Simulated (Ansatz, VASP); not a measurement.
W in VASP and in Ansatz

INCAR

```
SYSTEM = W
PREC     = Accurate       ! precision mode
ENCUT    = 520            ! plane-wave cutoff, eV
EDIFF    = 1E-6           ! SCF threshold, eV
ISMEAR   = 0              ! smearing method
SIGMA    = 0.15           ! smearing width, eV
LREAL    = .False.        ! projectors in reciprocal space
LASPH    = .True.         ! aspherical terms in the spheres
NELM     = 60             ! most SCF steps
ALGO     = Fast           ! electronic algorithm
ISIF     = 2              ! what is computed and relaxed
LWAVE    = .False.        ! write WAVECAR
LCHARG   = .False.        ! write CHGCAR
GGA      = PS             ! functional
NBANDS   = 13             ! bands
```

KPOINTS

```
Automatic mesh
0
Gamma
  26 26 26
  0 0 0
```

File POSCAR:

```
W
1.0
    0.0000000000      1.9390258939      1.9690108304
    1.9390258939      0.0000000000      1.9690108304
    1.9390258939      1.9390258939      0.0000000000
W
1
Direct
    0.0000000000      0.0000000000      0.0000000000
```

Input for Ansatz:

```yaml
crystal:
  lattice:
    - [0.0, 1.9390258939, 1.9690108304]
    - [1.9390258939, 0.0, 1.9690108304]
    - [1.9390258939, 1.9390258939, 0.0]
  atoms:
    - { symbol: W, position: [0.0, 0.0, 0.0] }
basis:
  ecutwfc: 420
kpoints:
  mp_grid: { grid: [26, 26, 26] }
hamiltonian:
  xc: pbesol
scf:
  occupations: { method: gaussian, width: 0.15 }
output:
  forces: true
  stress: true
  eigenvalues: true
```

Change from the starting cell: strain -0.030 along x and y, -0.015 along z, atoms carried along.

Alike in both runs: task single point; functional PBEsol; k mesh 26 × 26 × 26; occupations gaussian, width 0.15 eV; no spin polarisation.

|  | VASP | Ansatz |
| --- | --- | --- |
| version | VASP 6.6.1 | Ansatz 0.2.0 |
| potentials or method | VASP PAW PBE potentials, release 64 (W_sv), cutoff 520 eV | scalar-relativistic, plane waves, PAW |
| valence electrons in the cell | 14 | 14 |

Ansatz gave:

| Item | Value |
| --- | --- |
| gap on the k mesh at the Fermi level (eV) | none |
| pressure (GPa) | 26.4 |
| traceless stress, the component that is largest in VASP (GPa) | 3.06 |

What did VASP give for the same quantities?

gap on the k mesh at the Fermi level (eV): none; pressure (GPa): 27.6; traceless stress, the component that is largest in VASP (GPa): 3.13.

VASP's potentials were made for PBE, not for PBEsol. A gap of «none» marks a metal or a gap that the smearing closes. With one functional, cell and mesh, what is left measures potentials, basis and numerics.

Spin-orbit coupling is off throughout.
